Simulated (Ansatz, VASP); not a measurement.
## Two plane-wave programs on TaN

```xyz
4
Lattice="2.8042 0.0000 0.0000 -1.4021 2.4285 0.0000 0.0000 0.0000 4.5246" Properties=species:S:1:pos:R:3 pbc="T T T"
Ta    0.0000    0.0000    0.0000
Ta    0.0000    0.0000    2.2623
N     0.0000    1.6190    1.1311
N     1.4021    0.8095    3.3934
```

Change from the starting cell: strain -0.080 along x and y, -0.080 along z, atoms carried along.

Alike in both runs: task single point; functional PBE; k mesh 18 × 18 × 10; occupations gaussian, width 0.15 eV; no spin polarisation.

```csv
,VASP,Ansatz
version,VASP 6.6.1,Ansatz 0.2.0
potentials or method,"VASP PAW PBE potentials, release 64 (Ta_pv, N), cutoff 520 eV","scalar-relativistic, plane waves, PAW"
valence electrons in the cell,32,36
```

```csv
,VASP,Ansatz,Ansatz less VASP
gap on the k mesh at the Fermi level (eV),none,none,-
pressure (GPa),281.2,275.2,-6.00
"traceless stress, the component that is largest in VASP (GPa)",118.87,117.03,-1.850
```

A gap of «none» marks a metal or a gap that the smearing closes. Both programs put the cell under a high pressure, so it lies far from rest at this level. With one functional, cell and mesh, what is left measures potentials, basis and numerics. VASP's potentials hold 32 valence electrons a cell and Ansatz's 36, so a difference there can come from the potentials and not from the codes.

Spin-orbit coupling is off throughout. Noted on VASP's run: the cell as given lies far from equilibrium.
